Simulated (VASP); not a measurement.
# Ni in VASP: single point with PBE

Aim: the single point of Ni with PBE.

All numbers are computed with VASP 6.6.1; they aren't measurements. Logs are shortened: lines on timing, memory, paths and dates and some standing lists are left out, and cuts for length are marked.

### Step 1. The cell of the first run

The cell holds a slab with vacuum, 6 atoms: a = 2.500 Å, b = 2.500 Å, c = 25.207 Å, α = 90.00°, β = 90.00°, γ = 120.00°.

### Step 2. Single point, PBE, collinear spin, ferromagnetic start

File POSCAR:

```
Ni
1.0
    2.5002588676      0.0000000000      0.0000000000
   -1.2501294338      2.1652876954      0.0000000000
    0.0000000000      0.0000000000     25.2072640841
Ni
6
Direct
    0.6666666667      0.3333333333      0.2975332815
    0.3333333333      0.6666666667      0.3785199689
    0.0000000000      0.0000000000      0.4595066563
    0.6666666667      0.3333333333      0.5404933437
    0.3333333333      0.6666666667      0.6214800311
    0.0000000000      0.0000000000      0.7024667185
```

File INCAR.step1:

```
SYSTEM = Ni
  PREC = Accurate
  ENCUT = 520
  EDIFF = 1E-7
  ISMEAR = -1
  SIGMA = 0.05
  LREAL = .FALSE.
  LASPH = .TRUE.
  NELM = 150
  ALGO = Normal
  ISIF = 2
  LWAVE = .FALSE.
  LCHARG = .TRUE.
  ISPIN = 2
  MAGMOM = 1 1 1 1 1 1
  LMAXMIX = 4
  GGA = PE
  NBANDS = 43
```

File KPOINTS.step1:

```
regular mesh
0
G
  12 12 1
  0 0 0
```

File INCAR.step2:

```
SYSTEM = Ni
  PREC = Accurate
  ENCUT = 520
  EDIFF = 1E-7
  ISMEAR = -5
  SIGMA = 0.05
  LREAL = .FALSE.
  LASPH = .TRUE.
  NELM = 150
  ALGO = Normal
  ISIF = 2
  LWAVE = .FALSE.
  LCHARG = .FALSE.
  ISPIN = 2
  MAGMOM = 1 1 1 1 1 1
  LORBIT = 11
  LMAXMIX = 4
  GGA = PE
  NEDOS = 1001
  ICHARG = 11
```

File KPOINTS.step2:

```
regular mesh
0
G
  18 18 1
  0 0 0
```

Potentials or basis: VASP PAW PBE potentials, release 64 (Ni).

The run is started by

```
cat potpaw_PBE.64/Ni/POTCAR > POTCAR
cp INCAR.step1 INCAR
cp KPOINTS.step1 KPOINTS
mpirun -np 1 vasp_std > vasp.out
cp INCAR.step2 INCAR
cp KPOINTS.step2 KPOINTS
mpirun -np 1 vasp_std > vasp.out
```

OUTCAR:

```text
SYSTEM = Ni
   PREC = Accurate
   ENCUT = 520
   EDIFF = 1E-7
   ISMEAR = -5
   LREAL = .FALSE.
   LASPH = .TRUE.
   NELM = 150
   ISIF = 2
   ISPIN = 2
   LORBIT = 11
   GGA = PE
   ICHARG = 11

 ion  position               nearest neighbor table
   1  0.667  0.333  0.298-   2 2.50   2 2.50   2 2.50
   2  0.333  0.667  0.379-   3 2.50   1 2.50   1 2.50   3 2.50   3 2.50   1 2.50
   3  0.000  0.000  0.460-   2 2.50   4 2.50   4 2.50   2 2.50   4 2.50   2 2.50
   4  0.667  0.333  0.540-   5 2.50   3 2.50   5 2.50   3 2.50   3 2.50   5 2.50
   5  0.333  0.667  0.621-   6 2.50   4 2.50   4 2.50   6 2.50   6 2.50   4 2.50
   6  0.000  0.000  0.702-   5 2.50   5 2.50   5 2.50

  LATTYP: Found a hexagonal cell.
 ALAT       =     2.5002588676
 C/A-ratio  =    10.0818616867

  Lattice vectors:

 A1 = (   2.5002588676,   0.0000000000,   0.0000000000)
 A2 = (  -1.2501294338,   2.1652876954,   0.0000000000)
 A3 = (   0.0000000000,   0.0000000000,  25.2072640841)

Analysis of symmetry for initial positions (statically):
=====================================================================
 Subroutine PRICEL returns:
 Original cell was already a primitive cell.

 Routine SETGRP: Setting up the symmetry group for a
 hexagonal supercell.

 Subroutine GETGRP returns: Found 12 space group operations
 (whereof  6 operations were pure point group operations)
 out of a pool of 24 trial point group operations.

The static configuration has the point symmetry C_3v.
 The point group associated with its full space group is D_3d.

Analysis of symmetry for dynamics (positions and initial velocities):
=====================================================================
 Subroutine PRICEL returns:
 Original cell was already a primitive cell.

 Routine SETGRP: Setting up the symmetry group for a
 hexagonal supercell.

 Subroutine GETGRP returns: Found 12 space group operations
 (whereof  6 operations were pure point group operations)
 out of a pool of 24 trial point group operations.

The dynamic configuration has the point symmetry C_3v.
 The point group associated with its full space group is D_3d.

Analysis of structural, dynamic, and magnetic symmetry:
=====================================================================
 Subroutine PRICEL returns:
 Original cell was already a primitive cell.

 Routine SETGRP: Setting up the symmetry group for a
 hexagonal supercell.

 Subroutine GETGRP returns: Found 12 space group operations
 (whereof  6 operations were pure point group operations)
[... 147 lines left out ...]
  volume of cell :      136.47
 maximum number of plane-waves:      3705
 NGX is ok and might be reduce to    20

 number of electron      60.0000016 magnetization       3.9045751

 Free energy of the ion-electron system (eV)
  ---------------------------------------------------
  ext. energy  EPLUGINS =         0.00000000
  ---------------------------------------------------
  free energy    TOTEN  =       -31.50357913 eV

  energy without entropy =      -31.50357913  energy(sigma->0) =      -31.50357913

 E-fermi :   1.9401     XC(G=0):  -7.1369

 val. band max:        1.9631070448   @ k =   0.0000   0.0000   0.0000
 cond. band min:       1.9299213340   @ k =   0.3333   0.3333   0.0000
 fundamental gap:     -0.0331857108
 Fermi energy:         1.9401002773

 spin component 1

 k-point     1 :       0.0000    0.0000    0.0000
  band No.  band energies     occupation
      1      -6.7498      1.00000
      2      -6.0706      1.00000
      3      -5.0444      1.00000
      4      -3.8932      1.00000
      5      -3.0711      1.00000
      6      -2.8445      1.00000
[... 997 lines left out ...]
     38       8.5615      0.00000
     39       9.0987      0.00000

 [... further k-points ...]

 spin component 2

 k-point     1 :       0.0000    0.0000    0.0000
  band No.  band energies     occupation
      1      -6.7917      1.00000
      2      -6.1106      1.00000
      3      -5.0740      1.00000
      4      -3.8600      1.00000
      5      -2.8529      1.00000
      6      -2.4515      1.00000
[... 997 lines left out ...]
     38       8.8332      0.00000
     39       9.2936      0.00000

 [... further k-points ...]

------------------------ aborting loop because EDIFF is reached ----------------------------------------

  FORCE on cell =-STRESS in cart. coord.  units (eV):
  Direction    XX          YY          ZZ          XY          YZ          ZX
  --------------------------------------------------------------------------------------
  -------------------------------------------------------------------------------------
  Total       -3.3599604     -3.3599604     -2.6702432      0.0000000      0.0000000      0.0000000
  in kB      -39.4474060    -39.4474060    -31.3498243      0.0000000      0.0000000      0.0000000
  external PRESSURE =     -36.7482121 kB  Pullay stress =       0.0000000 kB

 VOLUME and BASIS-vectors are now :
 -----------------------------------------------------------------------------
  energy-cutoff  :      520.00
  volume of cell :      136.47
      direct lattice vectors                 reciprocal lattice vectors
     2.500258868  0.000000000  0.000000000     0.399958585  0.230916197  0.000000000
    -1.250129434  2.165287695  0.000000000     0.000000000  0.461832394  0.000000000
     0.000000000  0.000000000 25.207264084     0.000000000  0.000000000  0.039671104

 POSITION                                       TOTAL-FORCE (eV/Angst)
 -----------------------------------------------------------------------------------
      1.25013      0.72176      7.50000         0.000000      0.000000      0.242270
     -0.00000      1.44353      9.54145        -0.000000      0.000000     -0.122842
      0.00000      0.00000     11.58291        -0.000000     -0.000000     -0.032749
      1.25013      0.72176     13.62436         0.000000      0.000000      0.032749
     -0.00000      1.44353     15.66581         0.000000      0.000000      0.122842
      0.00000      0.00000     17.70726        -0.000000      0.000000     -0.242270
 -----------------------------------------------------------------------------------
    total drift:                               -0.000016      0.000009      0.000287

  FREE ENERGIE OF THE ION-ELECTRON SYSTEM (eV)
  ---------------------------------------------------
  free  energy   TOTEN  =       -31.5035791277 eV

  energy  without entropy=      -31.5035791277  energy(sigma->0) =      -31.50357913

 total charge

# of ion       s       p       d       tot
------------------------------------------
    1        0.483   0.370   8.307   9.160
    2        0.486   0.480   8.303   9.269
    3        0.491   0.484   8.304   9.279
    4        0.491   0.484   8.304   9.279
    5        0.486   0.480   8.303   9.269
    6        0.483   0.370   8.307   9.160
--------------------------------------------------
tot          2.922   2.668  49.828  55.417

 magnetization (x)

# of ion       s       p       d       tot
------------------------------------------
    1       -0.006  -0.024   0.698   0.668
    2       -0.007  -0.026   0.719   0.685
    3       -0.007  -0.027   0.681   0.648
    4       -0.007  -0.027   0.681   0.648
    5       -0.007  -0.026   0.719   0.685
    6       -0.006  -0.024   0.698   0.668
--------------------------------------------------
tot         -0.040  -0.155   4.197   4.002
```

OSZICAR.step1:

```text
N       E                     dE             d eps       ncg     rms          rms(c)
DAV:   1     0.440915160544E+03    0.44092E+03   -0.27244E+04  3268   0.167E+03
DAV:   2    -0.835361612777E+00   -0.44175E+03   -0.41795E+03  3268   0.342E+02
DAV:   3    -0.367538336006E+02   -0.35918E+02   -0.33421E+02  3458   0.133E+02
[... 35 lines left out ...]
DAV:  39    -0.315394226880E+02   -0.23730E-05   -0.25596E-07  2426   0.491E-03    0.309E-03
DAV:  40    -0.315394232605E+02   -0.57253E-06   -0.89211E-08  2218   0.447E-03    0.771E-04
DAV:  41    -0.315394237513E+02   -0.49084E-06   -0.51627E-08  2223   0.204E-03    0.597E-04
DAV:  42    -0.315394238683E+02   -0.11702E-06   -0.89790E-09  2174   0.138E-03    0.302E-04
DAV:  43    -0.315394239135E+02   -0.45118E-07   -0.47748E-09  2091   0.678E-04
   1 F= -.31539424E+02 E0= -.31491019E+02  d E =-.968107E-01  mag=     3.9046
```

Wall time 7.6 min (1 thread of AMD EPYC 9R45 (Zen 5), shared host); peak memory 0.43 GiB.

What came out:

* Net moment: 3.90 μB per cell
* Site moments: Ni +0.67, +0.69, +0.65 (each value once) μB
* Valence electrons inside the program's atomic spheres: Ni 9.16, 9.27, 9.28 (each value once)

Caveat: tetrahedron occupations give inexact forces and stress in metals.
